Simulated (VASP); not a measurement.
# LiF (P6_3mc) in VASP: a series of runs

LiF is run at these levels: HSE06, PBE-based screened hybrid; tasks: single point.

Everything below comes from runs of VASP 6.6.1. Logs are shortened: lines on timing, memory, paths and dates and some standing lists are left out, and cuts for length are marked.

## (1) The cell of the first run

The structure is hexagonal, space group P6_3mc (No. 186). Conventional cell: a = 3.081 Å, b = 3.081 Å, c = 4.785 Å, α = 90.00°, β = 90.00°, γ = 120.00°. Li (site symmetry 3m) has 4 F at 1.86 to 1.87 Å within 2.5 Å. F (site symmetry 3m) has 4 Li at 1.86 to 1.87 Å within 2.5 Å.

## (2) Single point, HSE06

Input file POSCAR:

```
LiF
1.0
    3.0810126371      0.0000000000      0.0000000000
   -1.5405063186      2.6682352131      0.0000000000
    0.0000000000      0.0000000000      4.7853429675
Li F
2 2
Direct
    0.3333333333      0.6666666667     -0.0074305300
    0.6666666667      0.3333333333      0.4925694700
    0.3333333333      0.6666666667      0.3824305300
    0.6666666667      0.3333333333      0.8824305300
```

Input file INCAR.step1:

```
SYSTEM = LiF
PREC = Accurate ; ENCUT = 520
EDIFF = 1E-5 ; ISMEAR = 0
SIGMA = 0.01 ; LREAL = .False.
LASPH = .True. ; NELM = 80
ALGO = Normal ; ISIF = 2
LWAVE = .True. ; LCHARG = .False.
GGA = PE ; NBANDS = 18
```

Input file INCAR.step2:

```
SYSTEM = LiF
PREC = Accurate ; ENCUT = 520
EDIFF = 1E-6 ; ISMEAR = 0
SIGMA = 0.01 ; LREAL = .False.
LASPH = .True. ; NELM = 80
ALGO = Normal ; ISIF = 2
LWAVE = .False. ; LCHARG = .False.
GGA = PE ; LHFCALC = .True.
HFSCREEN = 0.2079 ; PRECFOCK = Normal
ISTART = 1 ; NBANDS = 18
```

Input file KPOINTS:

```
regular mesh
0
Gamma
  6 6 2
  0 0 0
```

Potentials or basis: VASP PAW PBE potentials, release 64 (Li_sv, F).

Started as:

```sh
$ cat potpaw_PBE.64/Li_sv/POTCAR potpaw_PBE.64/F/POTCAR > POTCAR
$ cp INCAR.step1 INCAR
$ mpirun -np 1 vasp_std > vasp.out
$ cp INCAR.step2 INCAR
$ mpirun -np 1 vasp_std > vasp.out
```

OUTCAR:

```text
SYSTEM = LiF
   PREC = Accurate
   ENCUT = 520
   EDIFF = 1E-6
   ISMEAR = 0
   LREAL = .False.
   LASPH = .True.
   NELM = 80
   ISIF = 2
   GGA = PE
   LHFCALC = .True.
   HFSCREEN = 0.2079
   PRECFOCK = Normal
   ISTART = 1

 ion  position               nearest neighbor table
   1  0.333  0.667  0.993-   4 1.86   4 1.86   4 1.86   3 1.87
   2  0.667  0.333  0.493-   3 1.86   3 1.86   3 1.86   4 1.87
   3  0.333  0.667  0.382-   2 1.86   2 1.86   2 1.86   1 1.87
   4  0.667  0.333  0.882-   1 1.86   1 1.86   1 1.86   2 1.87

  LATTYP: Found a hexagonal cell.
 ALAT       =     3.0810126371
 C/A-ratio  =     1.5531721324

  Lattice vectors:

 A1 = (   3.0810126371,   0.0000000000,   0.0000000000)
 A2 = (  -1.5405063186,   2.6682352131,   0.0000000000)
 A3 = (   0.0000000000,   0.0000000000,   4.7853429675)

Analysis of symmetry for initial positions (statically):
=====================================================================
 Subroutine PRICEL returns:
 Original cell was already a primitive cell.

 Routine SETGRP: Setting up the symmetry group for a
 hexagonal supercell.

 Subroutine GETGRP returns: Found 12 space group operations
 (whereof  6 operations were pure point group operations)
 out of a pool of 24 trial point group operations.

The static configuration has the point symmetry C_3v.
 The point group associated with its full space group is C_6v.

Analysis of symmetry for dynamics (positions and initial velocities):
=====================================================================
 Subroutine PRICEL returns:
 Original cell was already a primitive cell.

 Routine SETGRP: Setting up the symmetry group for a
 hexagonal supercell.

 Subroutine GETGRP returns: Found 12 space group operations
 (whereof  6 operations were pure point group operations)
 out of a pool of 24 trial point group operations.

The dynamic configuration has the point symmetry C_3v.
 The point group associated with its full space group is C_6v.

 Subroutine INISYM returns: Found 12 space group operations
 (whereof  6 operations are pure point group operations),
 and found     1 'primitive' translations

----------------------------------------------------------------------------------------

                                     Primitive cell

  volume of cell :      39.3397

  direct lattice vectors                    reciprocal lattice vectors
     3.081012637  0.000000000  0.000000000     0.324568614  0.187389776  0.000000000
    -1.540506319  2.668235213  0.000000000     0.000000000  0.374779553  0.000000000
     0.000000000  0.000000000  4.785342968     0.000000000  0.000000000  0.208971438

  length of vectors
     3.081012637  3.081012637  4.785342968     0.374779553  0.374779553  0.208971438

  position of ions in fractional coordinates (direct lattice)
     0.333333333  0.666666667  0.992569470
     0.666666667  0.333333333  0.492569470
     0.333333333  0.666666667  0.382430530
     0.666666667  0.333333333  0.882430530

  ion indices of the primitive-cell ions
   primitive index   ion index
                 1           1
                 2           2
                 3           3
                 4           4

----------------------------------------------------------------------------------------

 KPOINTS: regular mesh

Automatic generation of k-mesh.
 Grid dimensions read from file:
 generate k-points for:    6    6    2

 Generating k-lattice:

  Cartesian coordinates                     Fractional coordinates (reciprocal lattice)
     0.054094769  0.031231629  0.000000000     0.166666667  0.000000000  0.000000000
     0.000000000  0.062463259  0.000000000     0.000000000  0.166666667  0.000000000
     0.000000000  0.000000000  0.104485719     0.000000000  0.000000000  0.500000000

  Length of vectors
     0.062463259  0.062463259  0.104485719

  Shift w.r.t. Gamma in fractional coordinates (k-lattice)
     0.000000000  0.000000000  0.000000000

 Subroutine IBZKPT returns following result:
 ===========================================

 Found     14 irreducible k-points:

 Following reciprocal coordinates:
            Coordinates               Weight
  0.000000  0.000000  0.000000      1.000000
  0.166667 -0.000000  0.000000      6.000000
  0.333333 -0.000000  0.000000      6.000000
  0.500000 -0.000000  0.000000      3.000000
  0.166667  0.166667  0.000000      6.000000
  0.333333  0.166667  0.000000     12.000000
  0.333333  0.333333  0.000000      2.000000
  0.000000  0.000000  0.500000      1.000000
  0.166667 -0.000000  0.500000      6.000000
  0.333333 -0.000000  0.500000      6.000000
  0.500000 -0.000000  0.500000      3.000000
  0.166667  0.166667  0.500000      6.000000
  0.333333  0.166667  0.500000     12.000000
  0.333333  0.333333  0.500000      2.000000
   k-points           NKPTS =     14   k-points in BZ     NKDIM =     72   number of bands    NBANDS=     18
   number of dos      NEDOS =    301   number of ions     NIONS =      4
   total plane-waves  NPLWV =  20736
   dimension x,y,z NGX =    24 NGY =   24 NGZ =   36
   dimension x,y,z NGXF=    48 NGYF=   48 NGZF=   72
   ions per type =               2   2
   NGX,Y,Z   is equivalent  to a cutoff of  12.95, 12.95, 12.51 a.u.
   NGXF,Y,Z  is equivalent  to a cutoff of  25.90, 25.90, 25.01 a.u.
 SYSTEM =  LiF
   PREC   = accura    normal or accurate (medium, high low for compatibility)
   ISTART =      1    job   : 0-new  1-cont  2-samecut
   ICHARG =      0    charge: 1-file 2-atom 10-const
   ISPIN  =      1    spin polarized calculation?
   LNONCOLLINEAR =      F non collinear calculations
   LSORBIT =      F    spin-orbit coupling
   LASPH  =      T    aspherical Exc in radial PAW
   ENCUT  =  520.0 eV  38.22 Ry    6.18 a.u.   5.73  5.73  8.90*2*pi/ulx,y,z
   NELM   =     80;   NELMIN=  2; NELMDL=  0     # of ELM steps
   EDIFF  = 0.1E-05   stopping-criterion for ELM
   LREAL  =      F    real-space projection
   EDIFFG = 0.1E-04   stopping-criterion for IOM
   NSW    =      0    number of steps for IOM
   IBRION =     -1    ionic relax: 0-MD 1-quasi-New 2-CG
   NFREE  =      0    steps in history (QN), initial steepest desc. (CG)
   ISIF   =      2    stress and relaxation
   ISYM   =      3    0-nonsym 1-usesym 2-fastsym
   POTIM  = 0.5000    time-step for ionic-motion
   TEBEG  =    0.0;   TEEND  =   0.0 temperature during run
   PSTRESS=    0.0 pullay stress
   NELECT =      20.0000    total number of electrons
   NUPDOWN=      -1.0000    fix difference up-down
   EMIN   =  10.00;   EMAX   =-10.00  energy-range for DOS
   EFERMI =   0.00;   METHOD = LEGACY
   ISMEAR =     0;   SIGMA  =   0.01  broadening in eV -4-tet -1-fermi 0-gaus
   EFERMI_NEDOS =   21; number of points for ismear=-14 and -15
   IALGO  =     38    algorithm
   IMIX   =      1    mixing-type and parameters
     AMIX     =   0.40;   BMIX     =  1.00
     AMIX_MAG =   1.60;   BMIX_MAG =  1.00
  volume/ion in A,a.u.               =       9.83        66.37
  Fermi-wavevector in a.u.,A,eV,Ry     =   1.306596  2.469108 23.227767  1.707193
  Thomas-Fermi vector in A             =   2.437387
   LORBIT       =      0    0 simple, 1 ext, 2 COOP (PROOUT), +10 PAW based schemes
   GGA     = PE    functional components
   LHFCALC =     T    Hartree Fock is set to
   PRECFOCK=normal    Normal, Fast or Accurate (Low or Medium for compatibility)
   ENCUT4O =  -1.0   cutoff for four orbital integrals eV
   NKREDX  =     1    reduce k-point grid by
   NKREDY  =     1    reduce k-point grid by
   NKREDZ  =     1    reduce k-point grid by
   AEXX    =    0.2500 exact exchange contribution
   HFSCREEN=    0.2079 screening length (either q_TF or 0.3 A-1)
   HFSCREENC=   0.2079 screening length for correlation (either q_TF or 0.3 A-1)
   ENCUTFOCK=  -1.0 apply spherical cutoff to Coloumb kernel
   IVDW    =     0    specifies the selected vdW correction
   LEPSILON=     F    determine dielectric tensor
   LRPA    =     F    only Hartree local field effects (RPA)
 non-spin polarized calculation
 Gauss-broadening in eV      SIGMA  =   0.01
  energy-cutoff  :      520.00
  volume of cell :       39.34
 maximum number of plane-waves:      1085
 NGX is ok and might be reduce to    24
  NGX = 18; NGY = 18; NGZ = 28

 number of electron      20.0000014 magnetization

 Free energy of the ion-electron system (eV)
  ---------------------------------------------------
  ext. energy  EPLUGINS =         0.00000000
  ---------------------------------------------------
  free energy    TOTEN  =       -22.76211340 eV

  energy without entropy =      -22.76211340  energy(sigma->0) =      -22.76211340

 E-fermi :  -4.0184     XC(G=0):  -7.2961

 val. band max:       -4.1144372907   @ k =   0.0000   0.0000   0.0000
 cond. band min:       5.8894423376   @ k =   0.0000   0.0000   0.0000
 fundamental gap:     10.0038796283
 Fermi energy:        -4.0184258889

 k-point     1 :       0.0000    0.0000    0.0000
  band No.  band energies     occupation
      1     -46.5777      2.00000
      2     -46.5317      2.00000
      3     -25.1618      2.00000
      4     -24.8987      2.00000
      5      -6.4057      2.00000
      6      -4.6564      2.00000
[... 10 lines left out ...]
     17      18.0723      0.00000
     18      19.0052      0.00000

 k-point     2 :       0.1667   -0.0000    0.0000
  band No.  band energies     occupation
      1     -46.5689      2.00000
      2     -46.5283      2.00000
      3     -25.1247      2.00000
      4     -24.8920      2.00000
      5      -6.2592      2.00000
      6      -4.9567      2.00000
[... 10 lines left out ...]
     17      18.3710      0.00000
     18      18.4817      0.00000

 k-point     3 :       0.3333   -0.0000    0.0000
  band No.  band energies     occupation
      1     -46.5496      2.00000
      2     -46.5232      2.00000
      3     -25.0387      2.00000
      4     -24.8892      2.00000
      5      -6.0561      2.00000
      6      -5.4729      2.00000
[... 202 lines left out ...]
 k-point    13 :       0.3333    0.1667    0.5000
  band No.  band energies     occupation
      1     -46.5303      2.00000
      2     -46.5303      2.00000
      3     -24.9440      2.00000
      4     -24.9440      2.00000
      5      -5.8804      2.00000
      6      -5.8804      2.00000
[... 10 lines left out ...]
     17      18.8183      0.00000
     18      18.8183      0.00000

 k-point    14 :       0.3333    0.3333    0.5000
  band No.  band energies     occupation
      1     -46.5273      2.00000
      2     -46.5273      2.00000
      3     -24.9319      2.00000
      4     -24.9319      2.00000
      5      -5.7583      2.00000
      6      -5.7583      2.00000
[... 10 lines left out ...]
     17      19.7641      0.00000
     18      19.7641      0.00000

------------------------ aborting loop because EDIFF is reached ----------------------------------------

  FORCE on cell =-STRESS in cart. coord.  units (eV):
  Direction    XX          YY          ZZ          XY          YZ          ZX
  --------------------------------------------------------------------------------------
  -------------------------------------------------------------------------------------
  Total        0.2101546      0.2101546      0.2257151     -0.0000000      0.0000000      0.0000000
  in kB        8.5589184      8.5589184      9.1926470     -0.0000000      0.0000000      0.0000000
  external PRESSURE =       8.7701613 kB  Pullay stress =       0.0000000 kB

 VOLUME and BASIS-vectors are now :
 -----------------------------------------------------------------------------
  energy-cutoff  :      520.00
  volume of cell :       39.34
      direct lattice vectors                 reciprocal lattice vectors
     3.081012637  0.000000000  0.000000000     0.324568614  0.187389776  0.000000000
    -1.540506319  2.668235213  0.000000000     0.000000000  0.374779553  0.000000000
     0.000000000  0.000000000  4.785342968     0.000000000  0.000000000  0.208971438

 POSITION                                       TOTAL-FORCE (eV/Angst)
 -----------------------------------------------------------------------------------
     -0.00000      1.77882      4.74979         0.000000      0.000000      0.003601
      1.54051      0.88941      2.35711        -0.000000      0.000000      0.003601
     -0.00000      1.77882      1.83006        -0.000000      0.000000     -0.003601
      1.54051      0.88941      4.22273         0.000000     -0.000000     -0.003601
 -----------------------------------------------------------------------------------
    total drift:                               -0.000001     -0.000001      0.008403

  FREE ENERGIE OF THE ION-ELECTRON SYSTEM (eV)
  ---------------------------------------------------
  free  energy   TOTEN  =       -22.7621134041 eV

  energy  without entropy=      -22.7621134041  energy(sigma->0) =      -22.76211340
```

Run time: 6.4 min. Hardware: 1 thread of Oxide Virtual Turin-like, shared host; peak memory 0.22 GiB.

Results:

```yaml
Free_energy: -22.7621 eV
Largest_force: 0.004 eV/Å
Band_gap_on_the_k_mesh: 10.00 eV, direct
```

Forces in eV/Å, atoms in the order of the input:
```
Li   0.000  0.000  0.004
Li   0.000  0.000  0.004
F    0.000  0.000 -0.004
F    0.000  0.000 -0.004
```

Caveat: the k points lie up to 0.66 Å⁻¹ apart; the cutoff is under 1.25 times the usual one of these potentials, so pressure, stress and relaxed cells hold a basis-set (Pulay) error; the PAW data sets were made with another functional, which shifts forces and pressure a little.

## (3) Single point, PBE-based screened hybrid

POSCAR is that of step 2.

Input file INCAR.step1:

```
SYSTEM = LiF
  PREC = Accurate
  ENCUT = 520
  EDIFF = 1E-5
  ISMEAR = 0
  SIGMA = 0.01
  LREAL = .False.
  LASPH = .True.
  NELM = 100
  ALGO = Normal
  ISIF = 2
  LWAVE = .True.
  LCHARG = .False.
  NBANDS = 18
  GGA = PE
```

Input file INCAR.step2:

```
SYSTEM = LiF
  PREC = Accurate
  ENCUT = 520
  EDIFF = 1E-7
  ISMEAR = 0
  SIGMA = 0.01
  LREAL = .False.
  LASPH = .True.
  NELM = 100
  ALGO = Normal
  ISIF = 2
  LWAVE = .False.
  LCHARG = .False.
  GGA = PE
  LHFCALC = .True.
  AEXX = 0.5
  HFSCREEN = 0.5
  PRECFOCK = Normal
  NBANDS = 18
  ISTART = 1
```

Input file KPOINTS:

```
Automatic mesh
0
Gamma
  6 6 2
  0 0 0
```

Potentials or basis: VASP PAW PBE potentials, release 64 (Li_sv, F).

Started as:

```sh
$ cat potpaw_PBE.64/Li_sv/POTCAR potpaw_PBE.64/F/POTCAR > POTCAR
$ cp INCAR.step1 INCAR
$ mpirun -np 1 vasp_std > vasp.out
$ cp INCAR.step2 INCAR
$ mpirun -np 1 vasp_std > vasp.out
```

It took 23 min on 1 thread of Oxide Virtual Turin-like, shared host; peak memory 0.22 GiB.

Results (log left out):

```
Free energy            : -24.2555 eV
Largest force          : 0.010 eV/Å
Band gap on the k mesh : 10.67 eV, direct
```

Forces in eV/Å, atoms in the order of the input:
```
Li   0.000  0.000  0.010
Li   0.000  0.000  0.010
F    0.000  0.000 -0.010
F    0.000  0.000 -0.010
```

Levels at points of the mesh, in eV from the valence-band top:
```csv
k point,band 7,band 8,band 9,band 10,band 11,band 12,band 13,band 14
"(0.00, 0.00, 0.00)",-0.54,-0.20,-0.20,0.00,10.67,15.20,18.54,21.71
"(0.50, 0.00, 0.00)",-1.11,-1.08,-0.57,-0.43,14.18,15.28,17.98,18.28
"(0.00, 0.00, 0.50)",-0.37,-0.37,-0.37,-0.37,12.44,12.44,20.96,20.96
"(0.50, 0.00, 0.50)",-0.76,-0.76,-0.59,-0.59,14.15,14.15,18.13,18.13
```

Caveat: the k points lie up to 0.66 Å⁻¹ apart; the cutoff is under 1.25 times the usual one of these potentials, so pressure, stress and relaxed cells hold a basis-set (Pulay) error; the PAW data sets were made with another functional, which shifts forces and pressure a little.

## (4) Single point, PBE-based screened hybrid

POSCAR is that of step 3.

Input file INCAR.step1:

```
SYSTEM = LiF
ALGO     = Normal         ! electronic algorithm
EDIFF    = 1E-5           ! SCF threshold, eV
ENCUT    = 520            ! plane-wave cutoff, eV
GGA      = PE             ! functional
ISIF     = 2              ! what is computed and relaxed
ISMEAR   = 0              ! smearing method
LASPH    = .True.         ! aspherical terms in the spheres
LCHARG   = .False.        ! write CHGCAR
LREAL    = .False.        ! projectors in reciprocal space
LWAVE    = .True.         ! write WAVECAR
NBANDS   = 18             ! bands
NELM     = 60             ! most SCF steps
PREC     = Accurate       ! precision mode
SIGMA    = 0.01           ! smearing width, eV
```

Input file INCAR.step2:

```
SYSTEM = LiF
AEXX     = 0.2            ! exact-exchange fraction
ALGO     = Normal         ! electronic algorithm
EDIFF    = 1E-6           ! SCF threshold, eV
ENCUT    = 520            ! plane-wave cutoff, eV
GGA      = PE             ! functional
HFSCREEN = 0.1            ! screening, 1/A
ISIF     = 2              ! what is computed and relaxed
ISMEAR   = 0              ! smearing method
ISTART   = 1            
LASPH    = .True.         ! aspherical terms in the spheres
LCHARG   = .False.        ! write CHGCAR
LHFCALC  = .True.         ! exact exchange
LREAL    = .False.        ! projectors in reciprocal space
LWAVE    = .False.        ! write WAVECAR
NBANDS   = 18             ! bands
NELM     = 60             ! most SCF steps
PREC     = Accurate       ! precision mode
PRECFOCK = Normal       
SIGMA    = 0.01           ! smearing width, eV
```

Input file KPOINTS:

```
k-points
0
Gamma
  6 6 2
  0 0 0
```

Started as:

```sh
$ cat potpaw_PBE.64/Li_sv/POTCAR potpaw_PBE.64/F/POTCAR > POTCAR
$ cp INCAR.step1 INCAR
$ mpirun -np 1 vasp_std > vasp.out
$ cp INCAR.step2 INCAR
$ mpirun -np 1 vasp_std > vasp.out
```

It took 12 min on 1 thread of Oxide Virtual Turin-like, shared host; peak memory 0.22 GiB.

The run converged. Its results:

- Free energy: -22.4662 eV
- Band gap on the k mesh: 9.88 eV, direct

Forces in eV/Å, atoms in the order of the input:
```
Li   0.000  0.000  0.002
Li   0.000  0.000  0.002
F    0.000  0.000 -0.002
F    0.000  0.000 -0.002
```

Levels at points of the mesh, in eV from the valence-band top:
| k point | band 8 | band 9 | band 10 | band 11 | band 12 | band 13 |
| --- | --- | --- | --- | --- | --- | --- |
| (0.00, 0.00, 0.00) | -0.19 | -0.19 | 0.00 | 9.88 | 14.36 | 17.64 |
| (0.50, 0.00, 0.00) | -1.09 | -0.58 | -0.42 | 13.37 | 14.44 | 17.11 |
| (0.00, 0.00, 0.50) | -0.36 | -0.36 | -0.36 | 11.64 | 11.64 | 20.05 |
| (0.50, 0.00, 0.50) | -0.77 | -0.60 | -0.60 | 13.34 | 13.34 | 17.23 |

Caveat: the k points lie up to 0.66 Å⁻¹ apart; the cutoff is under 1.25 times the usual one of these potentials, so pressure, stress and relaxed cells hold a basis-set (Pulay) error; the PAW data sets were made with another functional, which shifts forces and pressure a little.

## (5) The runs side by side

| level | screening parameter | share of exact exchange | gap on the mesh (eV) |
| --- | --- | --- | --- |
| HSE06 | 0.2079 1/Å | - | 10.00 |
| PBE-based screened hybrid | 0.5 1/Å | 0.5 | 10.67 |
| PBE-based screened hybrid | 0.1 1/Å | 0.2 | 9.88 |

Alike in all rows: task single point; potentials or basis VASP PAW PBE potentials, release 64 (Li_sv, F); no spin polarisation; cell as given; k mesh 6 × 6 × 2; cutoff (eV) 520; smearing gaussian 0.01 eV.

Caveats: all runs use coarse meshes; the cutoff is under 1.25 times the usual one of these potentials, so pressure, stress and relaxed cells hold a basis-set (Pulay) error; the PAW data sets were made with another functional, which shifts forces and pressure a little.

Total energies depend on the potentials used, so only differences within one code and one set of settings carry meaning.
